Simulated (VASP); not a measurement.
# Ge (C2/c) in VASP: single point with LDA

Aim: the single point of Ge with LDA.

Program: VASP 6.6.1. These are calculated values, not measurements. Logs are shortened: lines on timing, memory, paths and dates and some standing lists are left out, and cuts for length are marked.

## Step 1: The cell of the first run

The structure is monoclinic, space group C2/c (No. 15). Conventional cell: a = 5.490 Å, b = 5.490 Å, c = 4.024 Å, α = 90.00°, β = 133.02°, γ = 90.00°. Ge (site symmetry 2) has 4 Ge at 2.42 to 2.45 Å within 3.2 Å.

## Step 2: Single point, LDA (atoms displaced along a vibrational mode, the cell strained)

Contents of INCAR:

```
SYSTEM = Ge
PREC = Accurate
ENCUT = 520
EDIFF = 1E-7
ISMEAR = 0
SIGMA = 0.15
LREAL = .FALSE.
LASPH = .TRUE.
NELM = 100
ALGO = Normal
ISIF = 2
LWAVE = .FALSE.
LCHARG = .FALSE.
NBANDS = 21
```

Contents of KPOINTS:

```
Automatic mesh
0
G
  14 14 14
  0 0 0
```

Contents of POSCAR:

```
Ge
1.0
    0.0000000000      2.7450823156      2.9419727228
    2.7450823156      0.0000000000      2.9419727228
    2.7450823156      2.7450823156      0.0000000000
Ge
2
Direct
    0.5029174098      0.4970825902      0.4970825902
    0.7470825902      0.7529174098      0.7529174098
```

Potentials or basis: VASP PAW LDA potentials, release 64 (Ge_d).

Command:

```
$ cat potpaw_LDA.64/Ge_d/POTCAR > POTCAR
$ mpirun -np 1 vasp_std > vasp.out
```

OUTCAR:

```text
SYSTEM = Ge
   PREC = Accurate
   ENCUT = 520
   EDIFF = 1E-7
   ISMEAR = 0
   LREAL = .FALSE.
   LASPH = .TRUE.
   NELM = 100
   ISIF = 2

 ion  position               nearest neighbor table
   1  0.503  0.497  0.497-   2 2.42   2 2.42   2 2.45   2 2.45
   2  0.747  0.753  0.753-   1 2.42   1 2.42   1 2.45   1 2.45

  LATTYP: Found a body centered tetragonal cell.
 ALAT       =     3.8821326406
 C/A-ratio  =     1.5156477098

  Lattice vectors:

 A1 = (  -2.7450823156,   0.0000000000,   2.9419727228)
 A2 = (   2.7450823156,   0.0000000000,   2.9419727228)
 A3 = (   0.0000000000,   2.7450823156,  -2.9419727228)

Analysis of symmetry for initial positions (statically):
=====================================================================
 Subroutine PRICEL returns:
 Original cell was already a primitive cell.

 Routine SETGRP: Setting up the symmetry group for a
 body centered tetragonal supercell.

 Subroutine GETGRP returns: Found  4 space group operations
 (whereof  2 operations were pure point group operations)
 out of a pool of 16 trial point group operations.

The static configuration has the point symmetry C_2 .
 The point group associated with its full space group is C_2h.

Analysis of symmetry for dynamics (positions and initial velocities):
=====================================================================
 Subroutine PRICEL returns:
 Original cell was already a primitive cell.

 Routine SETGRP: Setting up the symmetry group for a
 body centered tetragonal supercell.

 Subroutine GETGRP returns: Found  4 space group operations
 (whereof  2 operations were pure point group operations)
 out of a pool of 16 trial point group operations.

The dynamic configuration has the point symmetry C_2 .
 The point group associated with its full space group is C_2h.

 Subroutine INISYM returns: Found  4 space group operations
 (whereof  2 operations are pure point group operations),
 and found     1 'primitive' translations

----------------------------------------------------------------------------------------

                                     Primitive cell

  volume of cell :      44.3383

  direct lattice vectors                    reciprocal lattice vectors
     0.000000000  2.745082316  2.941972723    -0.182143900  0.182143900  0.169953989
     2.745082316  0.000000000  2.941972723     0.182143900 -0.182143900  0.169953989
     2.745082316  2.745082316  0.000000000     0.182143900  0.182143900 -0.169953989

  length of vectors
     4.023764459  4.023764459  3.882132641     0.308605184  0.308605184  0.308605184

  position of ions in fractional coordinates (direct lattice)
     0.502917410  0.497082590  0.497082590
     0.747082590  0.752917410  0.752917410

  ion indices of the primitive-cell ions
   primitive index   ion index
                 1           1
                 2           2

----------------------------------------------------------------------------------------

 KPOINTS: Automatic mesh

Automatic generation of k-mesh.
 Grid dimensions read from file:
 generate k-points for:   14   14   14

 Generating k-lattice:

  Cartesian coordinates                     Fractional coordinates (reciprocal lattice)
    -0.013010279  0.013010279  0.012139571     0.071428571  0.000000000  0.000000000
     0.013010279 -0.013010279  0.012139571     0.000000000  0.071428571  0.000000000
     0.013010279  0.013010279 -0.012139571     0.000000000  0.000000000  0.071428571

  Length of vectors
     0.022043227  0.022043227  0.022043227

  Shift w.r.t. Gamma in fractional coordinates (k-lattice)
     0.000000000  0.000000000  0.000000000

 Subroutine IBZKPT returns following result:
 ===========================================

 Found    744 irreducible k-points:

 Following reciprocal coordinates:
            Coordinates               Weight
  0.000000  0.000000  0.000000      1.000000
  0.071429  0.000000  0.000000      4.000000
  0.000000  0.000000 -0.071429      4.000000
  0.142857  0.000000  0.000000      4.000000
  0.000000  0.000000 -0.142857      4.000000
  0.214286 -0.000000  0.000000      4.000000
[... 16 lines left out ...]
  0.357143  0.071429  0.000000      4.000000
  0.071429  0.071429 -0.285714      4.000000
 [... further k-points ...]
   k-points           NKPTS =    744   k-points in BZ     NKDIM =    744   number of bands    NBANDS=     21
   number of dos      NEDOS =    301   number of ions     NIONS =      2
   total plane-waves  NPLWV =  27000
   dimension x,y,z NGX =    30 NGY =   30 NGZ =   30
   dimension x,y,z NGXF=    60 NGYF=   60 NGZF=   60
   ions per type =               2
   NGX,Y,Z   is equivalent  to a cutoff of  12.39, 12.39, 12.85 a.u.
   NGXF,Y,Z  is equivalent  to a cutoff of  24.79, 24.79, 25.69 a.u.
 SYSTEM =  Ge
   PREC   = accura    normal or accurate (medium, high low for compatibility)
   ISTART =      0    job   : 0-new  1-cont  2-samecut
   ICHARG =      2    charge: 1-file 2-atom 10-const
   ISPIN  =      1    spin polarized calculation?
   LNONCOLLINEAR =      F non collinear calculations
   LSORBIT =      F    spin-orbit coupling
   LASPH  =      T    aspherical Exc in radial PAW
   ENCUT  =  520.0 eV  38.22 Ry    6.18 a.u.   7.48  7.48  7.22*2*pi/ulx,y,z
   NELM   =    100;   NELMIN=  2; NELMDL= -5     # of ELM steps
   EDIFF  = 0.1E-06   stopping-criterion for ELM
   LREAL  =      F    real-space projection
   EDIFFG = 0.1E-05   stopping-criterion for IOM
   NSW    =      0    number of steps for IOM
   IBRION =     -1    ionic relax: 0-MD 1-quasi-New 2-CG
   NFREE  =      0    steps in history (QN), initial steepest desc. (CG)
   ISIF   =      2    stress and relaxation
   ISYM   =      2    0-nonsym 1-usesym 2-fastsym
   POTIM  = 0.5000    time-step for ionic-motion
   TEBEG  =    0.0;   TEEND  =   0.0 temperature during run
   PSTRESS=    0.0 pullay stress
   NELECT =      28.0000    total number of electrons
   NUPDOWN=      -1.0000    fix difference up-down
   EMIN   =  10.00;   EMAX   =-10.00  energy-range for DOS
   EFERMI =   0.00;   METHOD = LEGACY
   ISMEAR =     0;   SIGMA  =   0.15  broadening in eV -4-tet -1-fermi 0-gaus
   EFERMI_NEDOS =   21; number of points for ismear=-14 and -15
   IALGO  =     38    algorithm
   IMIX   =      4    mixing-type and parameters
     AMIX     =   0.40;   BMIX     =  1.00
     AMIX_MAG =   1.60;   BMIX_MAG =  1.00
  volume/ion in A,a.u.               =      22.17       149.60
  Fermi-wavevector in a.u.,A,eV,Ry     =   1.404541  2.654197 26.840690  1.972735
  Thomas-Fermi vector in A             =   2.527092
   LORBIT       =      0    0 simple, 1 ext, 2 COOP (PROOUT), +10 PAW based schemes
   GGA     = CA    functional components
   LHFCALC =     F    Hartree Fock is set to
   AEXX    =    0.0000 exact exchange contribution
   IVDW    =     0    specifies the selected vdW correction
   LEPSILON=     F    determine dielectric tensor
   LRPA    =     F    only Hartree local field effects (RPA)
 non-spin polarized calculation
 Gauss-broadening in eV      SIGMA  =   0.15
  energy-cutoff  :      520.00
  volume of cell :       44.34
 maximum number of plane-waves:      1211
 NGX is ok and might be reduce to    30
   NGX = 15   NGY = 15   NGZ = 15

 number of electron      28.0000014 magnetization

 Free energy of the ion-electron system (eV)
  ---------------------------------------------------
  ext. energy  EPLUGINS =         0.00000000
  ---------------------------------------------------
  free energy    TOTEN  =       -10.35081849 eV

  energy without entropy =      -10.34978177  energy(sigma->0) =      -10.35030013

 E-fermi :   5.0172     XC(G=0): -10.3924

 val. band max:        5.0151257197   @ k =  -0.0000  -0.0000   0.5000
 cond. band min:       5.0199403713   @ k =   0.0000   0.0000  -0.0714
 fundamental gap:      0.0048146515
 Fermi energy:         5.0171871103

 k-point     1 :       0.0000    0.0000    0.0000
  band No.  band energies     occupation
      1     -20.0472      2.00000
      2     -20.0458      2.00000
      3     -20.0249      2.00000
      4     -20.0049      2.00000
      5     -19.9970      2.00000
      6     -19.8008      2.00000
[... 13 lines left out ...]
     20      13.7099      0.00000
     21      14.6398      0.00000

 k-point     2 :       0.0714    0.0000    0.0000
  band No.  band energies     occupation
      1     -20.0497      2.00000
      2     -20.0466      2.00000
      3     -20.0273      2.00000
      4     -19.9995      2.00000
      5     -19.9933      2.00000
      6     -19.8026      2.00000
[... 13 lines left out ...]
     20      13.3000      0.00000
     21      14.6402      0.00000

 k-point     3 :       0.0000    0.0000   -0.0714
  band No.  band energies     occupation
      1     -20.0503      2.00000
      2     -20.0460      2.00000
      3     -20.0302      2.00000
      4     -19.9979      2.00000
      5     -19.9925      2.00000
      6     -19.8030      2.00000
[... 13 lines left out ...]
     20      13.2817      0.00000
     21      14.6293      0.00000

 k-point     4 :       0.1429    0.0000    0.0000
  band No.  band energies     occupation
      1     -20.0559      2.00000
      2     -20.0485      2.00000
      3     -20.0287      2.00000
      4     -19.9888      2.00000
      5     -19.9848      2.00000
      6     -19.8071      2.00000
[... 13 lines left out ...]
     20      12.9795      0.00000
     21      13.9377      0.00000

 k-point     5 :       0.0000    0.0000   -0.1429
  band No.  band energies     occupation
      1     -20.0582      2.00000
      2     -20.0450      2.00000
      3     -20.0378      2.00000
      4     -19.9854      2.00000
      5     -19.9826      2.00000
      6     -19.8083      2.00000
[... 13 lines left out ...]
     20      12.9260      0.00000
     21      13.9063      0.00000

 k-point     6 :       0.2143   -0.0000    0.0000
  band No.  band energies     occupation
      1     -20.0623      2.00000
      2     -20.0513      2.00000
      3     -20.0263      2.00000
      4     -19.9776      2.00000
      5     -19.9754      2.00000
      6     -19.8126      2.00000
[... 13 lines left out ...]
     20      13.3085      0.00000
     21      13.5728      0.00000

 k-point     7 :      -0.0000   -0.0000   -0.2143
  band No.  band energies     occupation
      1     -20.0662      2.00000
      2     -20.0458      2.00000
      3     -20.0412      2.00000
      4     -19.9730      2.00000
      5     -19.9722      2.00000
      6     -19.8144      2.00000
[... 13 lines left out ...]
     20      13.2440      0.00000
     21      13.5125      0.00000
[... 291 lines left out ...]
      1     -20.0631      2.00000
      2     -20.0540      2.00000
      3     -20.0446      2.00000
      4     -19.9776      2.00000
      5     -19.9623      2.00000
      6     -19.8343      2.00000
[... 13 lines left out ...]
     20      13.2244      0.00000
     21      14.3220      0.00000

 k-point    21 :       0.2857    0.0714    0.0000
  band No.  band energies     occupation
      1     -20.0666      2.00000
      2     -20.0605      2.00000
      3     -20.0270      2.00000
      4     -19.9724      2.00000
      5     -19.9554      2.00000
      6     -19.8406      2.00000
[... 13 lines left out ...]
     20      13.6451      0.00000
     21      14.3062      0.00000

 k-point    22 :       0.0714    0.0714   -0.2143
  band No.  band energies     occupation
      1     -20.0700      2.00000
      2     -20.0580      2.00000
      3     -20.0425      2.00000
      4     -19.9685      2.00000
      5     -19.9513      2.00000
      6     -19.8408      2.00000
[... 13 lines left out ...]
     20      13.6091      0.00000
     21      14.2132      0.00000

 k-point    23 :       0.3571    0.0714    0.0000
  band No.  band energies     occupation
      1     -20.0704      2.00000
      2     -20.0627      2.00000
      3     -20.0203      2.00000
      4     -19.9652      2.00000
      5     -19.9490      2.00000
      6     -19.8438      2.00000
[... 13 lines left out ...]
     20      13.8444      0.00000
     21      14.7233      0.00000

 k-point    24 :       0.0714    0.0714   -0.2857
  band No.  band energies     occupation
      1     -20.0753      2.00000
      2     -20.0606      2.00000
      3     -20.0385      2.00000
      4     -19.9614      2.00000
      5     -19.9447      2.00000
      6     -19.8430      2.00000
[... 13 lines left out ...]
     20      13.7766      0.00000
     21      14.6102      0.00000

 [... further k-points ...]

------------------------ aborting loop because EDIFF is reached ----------------------------------------

  FORCE on cell =-STRESS in cart. coord.  units (eV):
  Direction    XX          YY          ZZ          XY          YZ          ZX
  --------------------------------------------------------------------------------------
  -------------------------------------------------------------------------------------
  Total        0.6039920      0.6181362     -0.9548903      0.0000000     -0.2902478      0.0000000
  in kB       21.8254070     22.3365129    -34.5052112      0.0000000    -10.4881806      0.0000000
  external PRESSURE =       3.2189029 kB  Pullay stress =       0.0000000 kB

 VOLUME and BASIS-vectors are now :
 -----------------------------------------------------------------------------
  energy-cutoff  :      520.00
  volume of cell :       44.34
      direct lattice vectors                 reciprocal lattice vectors
     0.000000000  2.745082316  2.941972723    -0.182143900  0.182143900  0.169953989
     2.745082316  0.000000000  2.941972723     0.182143900 -0.182143900  0.169953989
     2.745082316  2.745082316  0.000000000     0.182143900  0.182143900 -0.169953989

 POSITION                                       TOTAL-FORCE (eV/Angst)
 -----------------------------------------------------------------------------------
      2.72907      2.74508      2.94197         0.356607      0.000000      0.000000
      4.13364      4.11762      4.41296        -0.356607      0.000000      0.000000
 -----------------------------------------------------------------------------------
    total drift:                                0.000000      0.000000      0.000000

  FREE ENERGIE OF THE ION-ELECTRON SYSTEM (eV)
  ---------------------------------------------------
  free  energy   TOTEN  =       -10.3508184936 eV

  energy  without entropy=      -10.3497817728  energy(sigma->0) =      -10.35030013
```

Run time: 4.5 min. Hardware: 1 thread of Intel Xeon 6975P-C (Granite Rapids), shared host; peak memory 0.58 GiB.

Results:

- Free energy: -10.3508 eV
- Pressure: 0.3 GPa
- Largest force: 0.357 eV/Å
- Band gap on the k mesh: zero (bands 14 and 15 overlap by 0.21 eV)

Forces in eV/Å, atoms in the order of the input:
```
Ge   0.357  0.000  0.000
Ge  -0.357  0.000  0.000
```

Stress tensor (GPa, compression positive):
```
 2.18  0.00  0.00
 0.00  2.23 -1.05
 0.00 -1.05 -3.45
```

Caveat: the cell differs from its parent crystal (atoms displaced along a vibrational mode, the cell strained); the stress differs along the axes, from -3 to 2 GPa; semilocal functionals underestimate gaps, and a narrow one can read as zero.
